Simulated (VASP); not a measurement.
Here is a VASP 6.6.1 calculation.

INCAR

```
SYSTEM = LuScN2
ALGO = Normal
EDIFF = 1E-6
ENCUT = 520
GGA = PE
ISIF = 2
ISMEAR = -1
LASPH = .TRUE.
LCHARG = .FALSE.
LREAL = .FALSE.
LWAVE = .FALSE.
NBANDS = 31
NELM = 80
PREC = Accurate
SIGMA = 0.02
```

File KPOINTS:

```
k-points
0
G
  6 6 4
  0 0 0
```

Contents of POSCAR:

```
LuScN2
1.0
    3.2862354690      0.0000000000      0.0000000000
    0.0000000000      3.2862354690      0.0000000000
    0.0000000000      0.0000000000      4.6357747196
Sc N Lu
1 2 1
Direct
    0.0000000000      0.0000000000      0.0000000000
    0.0000000000      0.0000000000      0.5000000000
    0.5000000000      0.5000000000      0.0000000000
    0.5000000000      0.5000000000      0.5000000000
```

Potentials or basis: VASP PAW PBE potentials, release 64 (Sc_sv, N, Lu).

The run is started by

```bash
$ cat potpaw_PBE.64/Sc_sv/POTCAR potpaw_PBE.64/N/POTCAR potpaw_PBE.64/Lu/POTCAR > POTCAR
$ mpirun -np 1 vasp_std > vasp.out
```

(1) Predict the pressure.

(2) What does it give for the band gap on the k mesh?

Results:

(1) 0.9 GPa.

(2) zero (bands 23 and 24 overlap by 0.16 eV).

Caveat: spin-orbit coupling is left out, which moves the levels of the heavy elements.
